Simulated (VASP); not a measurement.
# Ge5Sb (P6/mmm) in VASP: a series of runs

The runs below take Ge5Sb through single point, with PBE.

All numbers are computed with VASP 6.6.1; they aren't measurements. Logs are shortened: lines on timing, memory, paths and dates and some standing lists are left out, and cuts for length are marked.

### 1 The cell of the first run

It takes space group P6/mmm (No. 191, hexagonal). The conventional cell has a = 6.000 Å, b = 6.000 Å, c = 4.669 Å, α = 90.00°, β = 90.00°, γ = 120.00°. Within 3.8 Å of Ge (site symmetry -6m2) lie 9 Ge at 2.91 to 3.46 Å and 3 Sb at 3.46 Å. Within 3.9 Å of Ge (site symmetry mmm) lie 8 Ge at 2.91 to 3.00 Å and 4 Sb at 3.80 Å. Within 4.7 Å of Sb (site symmetry 6/mmm) lie 18 Ge at 3.46 to 3.80 Å and 2 Sb at 4.67 Å.

The cell was generated, and may not be a known phase.

### 2 Single point, PBE

The input, INCAR:

```
PREC     = Accurate       # precision mode
ENCUT    = 520            # plane-wave cutoff, eV
EDIFF    = 1E-7           # SCF threshold, eV
ISMEAR   = 0              # smearing method
SIGMA    = 0.1            # smearing width, eV
LREAL    = F              # projectors in reciprocal space
LASPH    = T              # aspherical terms in the spheres
NELM     = 60             # most SCF steps
ALGO     = Normal         # electronic algorithm
ISIF     = 2              # what is computed and relaxed
LWAVE    = F              # write WAVECAR
LCHARG   = F              # write CHGCAR
GGA      = PE             # functional
NBANDS   = 46             # bands
```

The input, KPOINTS:

```
regular mesh
0
Gamma
  3 3 4
```

The input, POSCAR:

```
Ge5Sb
1.0
    6.0003204000      0.0000000000      0.0000000000
   -3.0001602000      5.1964299000      0.0000000000
    0.0000000000      0.0000000000      4.6693960000
Ge Sb
5 1
Direct
    0.3333333300      0.6666666700      0.0000000000
    0.6666666700      0.3333333300      0.0000000000
    0.5000000000      0.0000000000      0.5000000000
    0.5000000000      0.5000000000      0.5000000000
    0.0000000000      0.5000000000      0.5000000000
    0.0000000000      0.0000000000      0.0000000000
```

Potentials or basis: VASP PAW PBE potentials, release 64 (Ge_d, Sb).

Command:

```console
cat potpaw_PBE.64/Ge_d/POTCAR potpaw_PBE.64/Sb/POTCAR > POTCAR
mpirun -np 1 vasp_std > vasp.out
```

OUTCAR:

```text
PREC = Accurate
   ENCUT = 520
   EDIFF = 1E-7
   ISMEAR = 0
   LREAL = F
   LASPH = T
   NELM = 60
   ISIF = 2
   GGA = PE

 ion  position               nearest neighbor table
   1  0.333  0.667  0.000-   5 2.91   5 2.91   3 2.91   3 2.91   4 2.91   4 2.91
   2  0.667  0.333  0.000-   5 2.91   5 2.91   3 2.91   3 2.91   4 2.91   4 2.91
   3  0.500  0.000  0.500-   1 2.91   2 2.91   1 2.91   2 2.91
   4  0.500  0.500  0.500-   1 2.91   2 2.91   1 2.91   2 2.91
   5  0.000  0.500  0.500-   1 2.91   2 2.91   1 2.91   2 2.91
   6  0.000  0.000  0.000-

  LATTYP: Found a hexagonal cell.
 ALAT       =     6.0003204000
 C/A-ratio  =     0.7781911113

  Lattice vectors:

 A1 = (   6.0003204000,   0.0000000000,   0.0000000000)
 A2 = (  -3.0001602000,   5.1964299000,   0.0000000000)
 A3 = (   0.0000000000,   0.0000000000,   4.6693960000)

Analysis of symmetry for initial positions (statically):
=====================================================================
 Subroutine PRICEL returns:
 Original cell was already a primitive cell.

 Routine SETGRP: Setting up the symmetry group for a
 hexagonal supercell.

 Subroutine GETGRP returns: Found 24 space group operations
 (whereof 24 operations were pure point group operations)
 out of a pool of 24 trial point group operations.

The static configuration has the point symmetry D_6h.

Analysis of symmetry for dynamics (positions and initial velocities):
=====================================================================
 Subroutine PRICEL returns:
 Original cell was already a primitive cell.

 Routine SETGRP: Setting up the symmetry group for a
 hexagonal supercell.

 Subroutine GETGRP returns: Found 24 space group operations
 (whereof 24 operations were pure point group operations)
 out of a pool of 24 trial point group operations.

The dynamic configuration has the point symmetry D_6h.

 Subroutine INISYM returns: Found 24 space group operations
 (whereof 24 operations are pure point group operations),
 and found     1 'primitive' translations

----------------------------------------------------------------------------------------

                                     Primitive cell

  volume of cell :     145.5929

  direct lattice vectors                    reciprocal lattice vectors
     6.000320400  0.000000000  0.000000000     0.166657767  0.096219907  0.000000000
    -3.000160200  5.196429900  0.000000000     0.000000000  0.192439813  0.000000000
     0.000000000  0.000000000  4.669396000     0.000000000  0.000000000  0.214160461

  length of vectors
     6.000320400  6.000320402  4.669396000     0.192439813  0.192439813  0.214160461

  position of ions in fractional coordinates (direct lattice)
     0.333333330  0.666666670  0.000000000
     0.666666670  0.333333330  0.000000000
     0.500000000  0.000000000  0.500000000
     0.500000000  0.500000000  0.500000000
     0.000000000  0.500000000  0.500000000
     0.000000000  0.000000000  0.000000000

  ion indices of the primitive-cell ions
   primitive index   ion index
                 1           1
                 2           2
                 3           3
                 4           4
                 5           5
                 6           6

----------------------------------------------------------------------------------------

 KPOINTS: regular mesh

Automatic generation of k-mesh.
 Grid dimensions read from file:
 generate k-points for:    3    3    4

 Generating k-lattice:

  Cartesian coordinates                     Fractional coordinates (reciprocal lattice)
     0.055552589  0.032073302  0.000000000     0.333333333 -0.000000000  0.000000000
     0.000000000  0.064146604  0.000000000     0.000000000  0.333333333  0.000000000
     0.000000000  0.000000000  0.053540115     0.000000000  0.000000000  0.250000000

  Length of vectors
     0.064146604  0.064146604  0.053540115

  Shift w.r.t. Gamma in fractional coordinates (k-lattice)
     0.000000000  0.000000000  0.000000000

 Subroutine IBZKPT returns following result:
 ===========================================

 Found      9 irreducible k-points:

 Following reciprocal coordinates:
            Coordinates               Weight
  0.000000  0.000000  0.000000      1.000000
  0.333333  0.000000  0.000000      6.000000
  0.333333  0.333333  0.000000      2.000000
  0.000000  0.000000  0.250000      2.000000
  0.333333  0.000000  0.250000     12.000000
  0.333333  0.333333  0.250000      4.000000
  0.000000  0.000000  0.500000      1.000000
  0.333333  0.000000  0.500000      6.000000
  0.333333  0.333333  0.500000      2.000000
   k-points           NKPTS =      9   k-points in BZ     NKDIM =      9   number of bands    NBANDS=     46
   number of dos      NEDOS =    301   number of ions     NIONS =      6
   total plane-waves  NPLWV =  82944
   dimension x,y,z NGX =    48 NGY =   48 NGZ =   36
   dimension x,y,z NGXF=    96 NGYF=   96 NGZF=   72
   ions per type =               5   1
   NGX,Y,Z   is equivalent  to a cutoff of  13.30, 13.30, 12.82 a.u.
   NGXF,Y,Z  is equivalent  to a cutoff of  26.60, 26.60, 25.63 a.u.
 SYSTEM =  unknown system
   PREC   = accura    normal or accurate (medium, high low for compatibility)
   ISTART =      0    job   : 0-new  1-cont  2-samecut
   ICHARG =      2    charge: 1-file 2-atom 10-const
   ISPIN  =      1    spin polarized calculation?
   LNONCOLLINEAR =      F non collinear calculations
   LSORBIT =      F    spin-orbit coupling
   LASPH  =      T    aspherical Exc in radial PAW
   ENCUT  =  520.0 eV  38.22 Ry    6.18 a.u.  11.16 11.16  8.68*2*pi/ulx,y,z
   NELM   =     60;   NELMIN=  2; NELMDL= -5     # of ELM steps
   EDIFF  = 0.1E-06   stopping-criterion for ELM
   LREAL  =      F    real-space projection
   EDIFFG = 0.1E-05   stopping-criterion for IOM
   NSW    =      0    number of steps for IOM
   IBRION =     -1    ionic relax: 0-MD 1-quasi-New 2-CG
   NFREE  =      0    steps in history (QN), initial steepest desc. (CG)
   ISIF   =      2    stress and relaxation
   ISYM   =      2    0-nonsym 1-usesym 2-fastsym
   POTIM  = 0.5000    time-step for ionic-motion
   TEBEG  =    0.0;   TEEND  =   0.0 temperature during run
   PSTRESS=    0.0 pullay stress
   NELECT =      75.0000    total number of electrons
   NUPDOWN=      -1.0000    fix difference up-down
   EMIN   =  10.00;   EMAX   =-10.00  energy-range for DOS
   EFERMI =   0.00;   METHOD = LEGACY
   ISMEAR =     0;   SIGMA  =   0.10  broadening in eV -4-tet -1-fermi 0-gaus
   EFERMI_NEDOS =   21; number of points for ismear=-14 and -15
   IALGO  =     38    algorithm
   IMIX   =      4    mixing-type and parameters
     AMIX     =   0.40;   BMIX     =  1.00
     AMIX_MAG =   1.60;   BMIX_MAG =  1.00
  volume/ion in A,a.u.               =      24.27       163.75
  Fermi-wavevector in a.u.,A,eV,Ry     =   1.312346  2.479975 23.432679  1.722253
  Thomas-Fermi vector in A             =   2.442745
   LORBIT       =      0    0 simple, 1 ext, 2 COOP (PROOUT), +10 PAW based schemes
   GGA     = PE    functional components
   LHFCALC =     F    Hartree Fock is set to
   AEXX    =    0.0000 exact exchange contribution
   IVDW    =     0    specifies the selected vdW correction
   LEPSILON=     F    determine dielectric tensor
   LRPA    =     F    only Hartree local field effects (RPA)
 non-spin polarized calculation
 Gauss-broadening in eV      SIGMA  =   0.10
  energy-cutoff  :      520.00
  volume of cell :      145.59
 maximum number of plane-waves:      3939
 NGX is ok and might be reduce to    48
   NGX = 23   NGY = 23   NGZ = 17

 number of electron      75.0000059 magnetization

 Free energy of the ion-electron system (eV)
  ---------------------------------------------------
  ext. energy  EPLUGINS =         0.00000000
  ---------------------------------------------------
  free energy    TOTEN  =       -23.93554128 eV

  energy without entropy =      -23.91495903  energy(sigma->0) =      -23.92525016

 E-fermi :   5.4465     XC(G=0): -10.1285

 val. band max:        5.1883381500   @ k =   0.0000   0.0000   0.0000
 cond. band min:       5.4571601147   @ k =   0.3333   0.0000   0.0000
 fundamental gap:      0.2688219647
 Fermi energy:         5.4465490720

 k-point     1 :       0.0000    0.0000    0.0000
  band No.  band energies     occupation
      1     -19.5999      2.00000
      2     -19.5999      2.00000
      3     -19.5987      2.00000
      4     -19.5987      2.00000
      5     -19.5866      2.00000
      6     -19.5812      2.00000
[... 38 lines left out ...]
     45       8.7105      0.00000
     46       9.9625      0.00000

 k-point     2 :       0.3333    0.0000    0.0000
  band No.  band energies     occupation
      1     -19.5998      2.00000
      2     -19.5974      2.00000
      3     -19.5967      2.00000
      4     -19.5944      2.00000
      5     -19.5861      2.00000
      6     -19.5790      2.00000
[... 38 lines left out ...]
     45       8.3917      0.00000
     46       9.4171      0.00000

 k-point     3 :       0.3333    0.3333    0.0000
  band No.  band energies     occupation
      1     -19.6013      2.00000
      2     -19.5949      2.00000
      3     -19.5910      2.00000
      4     -19.5910      2.00000
      5     -19.5879      2.00000
      6     -19.5879      2.00000
[... 38 lines left out ...]
     45       8.7260      0.00000
     46       8.7260      0.00000

 k-point     4 :       0.0000    0.0000    0.2500
  band No.  band energies     occupation
      1     -19.5955      2.00000
      2     -19.5955      2.00000
      3     -19.5867      2.00000
      4     -19.5867      2.00000
      5     -19.5810      2.00000
      6     -19.5807      2.00000
[... 185 lines left out ...]
     45      11.0446      0.00000
     46      11.0654      0.00000

 k-point     8 :       0.3333    0.0000    0.5000
  band No.  band energies     occupation
      1     -19.5986      2.00000
      2     -19.5934      2.00000
      3     -19.5896      2.00000
      4     -19.5886      2.00000
      5     -19.5852      2.00000
      6     -19.5825      2.00000
[... 38 lines left out ...]
     45       9.5601      0.00000
     46      10.5950      0.00000

 k-point     9 :       0.3333    0.3333    0.5000
  band No.  band energies     occupation
      1     -19.5970      2.00000
      2     -19.5935      2.00000
      3     -19.5935      2.00000
      4     -19.5893      2.00000
      5     -19.5793      2.00000
      6     -19.5778      2.00000
[... 38 lines left out ...]
     45       9.6592      0.00000
     46       9.6593      0.00000

------------------------ aborting loop because EDIFF is reached ----------------------------------------

  FORCE on cell =-STRESS in cart. coord.  units (eV):
  Direction    XX          YY          ZZ          XY          YZ          ZX
  --------------------------------------------------------------------------------------
  -------------------------------------------------------------------------------------
  Total       -5.7318050     -5.7318050     -0.1194803      0.0000000      0.0000000      0.0000000
  in kB      -63.0756550    -63.0756550     -1.3148212      0.0000000      0.0000000      0.0000000
  external PRESSURE =     -42.4887104 kB  Pullay stress =       0.0000000 kB

 VOLUME and BASIS-vectors are now :
 -----------------------------------------------------------------------------
  energy-cutoff  :      520.00
  volume of cell :      145.59
      direct lattice vectors                 reciprocal lattice vectors
     6.000320400  0.000000000  0.000000000     0.166657767  0.096219907  0.000000000
    -3.000160200  5.196429900  0.000000000     0.000000000  0.192439813  0.000000000
     0.000000000  0.000000000  4.669396000     0.000000000  0.000000000  0.214160461

 POSITION                                       TOTAL-FORCE (eV/Angst)
 -----------------------------------------------------------------------------------
     -0.00000      3.46429      0.00000        -0.000000      0.000000      0.000000
      3.00016      1.73214      0.00000         0.000000     -0.000000      0.000000
      3.00016      0.00000      2.33470        -0.000000      0.000000      0.000000
      1.50008      2.59821      2.33470         0.000000      0.000000      0.000000
     -1.50008      2.59821      2.33470        -0.000000      0.000000      0.000000
      0.00000      0.00000      0.00000        -0.000000      0.000000      0.000000
 -----------------------------------------------------------------------------------
    total drift:                                0.000000      0.000000     -0.000000

  FREE ENERGIE OF THE ION-ELECTRON SYSTEM (eV)
  ---------------------------------------------------
  free  energy   TOTEN  =       -23.9355412833 eV

  energy  without entropy=      -23.9149590307  energy(sigma->0) =      -23.92525016
```

Run time: 44 s. Hardware: 1 thread of Intel Xeon 6975P-C (Granite Rapids), shared host; peak memory 0.28 GiB.

Results:

| Item | Value |
| --- | --- |
| Free energy | -23.9355 eV |
| Pressure | -4.2 GPa |
| Band gap on the k mesh | zero (an odd number of electrons rules out a gap without spin polarisation) |

Caveat: the k points lie up to 0.40 Å⁻¹ apart, too coarse for converged energies and pressures of a metal; spin-orbit coupling is left out, which moves the levels of the heavy elements.

### 3 Single point, PBE

This run uses another cell than the first one, of 21.99 Å³/atom.

The input, INCAR:

```
SYSTEM = Ge5Sb
  ALGO = Normal
  EDIFF = 1E-6
  ENCUT = 520
  GGA = PE
  ISIF = 2
  ISMEAR = 0
  LASPH = .TRUE.
  LCHARG = .FALSE.
  LREAL = .FALSE.
  LWAVE = .FALSE.
  NBANDS = 46
  NELM = 60
  PREC = Accurate
  SIGMA = 0.1
```

The input, KPOINTS:

```
k-points
0
G
  12 12 8
  0 0 0
```

The input, POSCAR:

```
Ge5Sb
1.0
    5.4755127793      0.0000000000      0.0000000000
   -2.7377563896      4.7419331656      0.0000000000
    0.0000000000      0.0000000000      5.0809167399
Ge Sb
5 1
Direct
    0.3333333333      0.6666666667      0.0000000000
    0.6666666667      0.3333333333      0.0000000000
    0.5000000000      0.0000000000      0.5000000000
    0.5000000000      0.5000000000      0.5000000000
    0.0000000000      0.5000000000      0.5000000000
    0.0000000000      0.0000000000      0.0000000000
```

Potentials or basis: VASP PAW PBE potentials, release 64 (Ge_d, Sb).

Command:

```console
cat potpaw_PBE.64/Ge_d/POTCAR potpaw_PBE.64/Sb/POTCAR > POTCAR
mpirun -np 1 vasp_std > vasp.out
```

Run time: 4.3 min. Hardware: 1 thread of Intel Xeon 6975P-C (Granite Rapids), shared host; peak memory 0.55 GiB.

Results (log left out):

| Item | Value |
| --- | --- |
| Free energy | -24.2771 eV |
| Pressure | -0.2 GPa |
| Band gap on the k mesh | zero (an odd number of electrons rules out a gap without spin polarisation) |

Levels at points of the mesh, in eV from the Fermi level:
```csv
k point,band 35,band 36,band 37,band 38,band 39,band 40,band 41,band 42
"(0.00, 0.00, 0.00)",-2.87,-0.60,-0.60,-0.03,-0.03,0.10,0.63,0.92
"(0.50, 0.00, 0.00)",-2.59,-0.69,-0.34,0.24,0.36,0.52,0.72,1.98
"(0.00, 0.00, 0.50)",-2.70,-2.70,-2.32,-2.32,-1.05,0.79,1.24,4.30
"(0.50, 0.00, 0.50)",-0.12,0.04,0.90,1.27,1.36,1.44,1.48,2.26
```

Caveat: spin-orbit coupling is left out, which moves the levels of the heavy elements.

The gap in the log of VASP goes by the Fermi energy; the results here count the filled bands.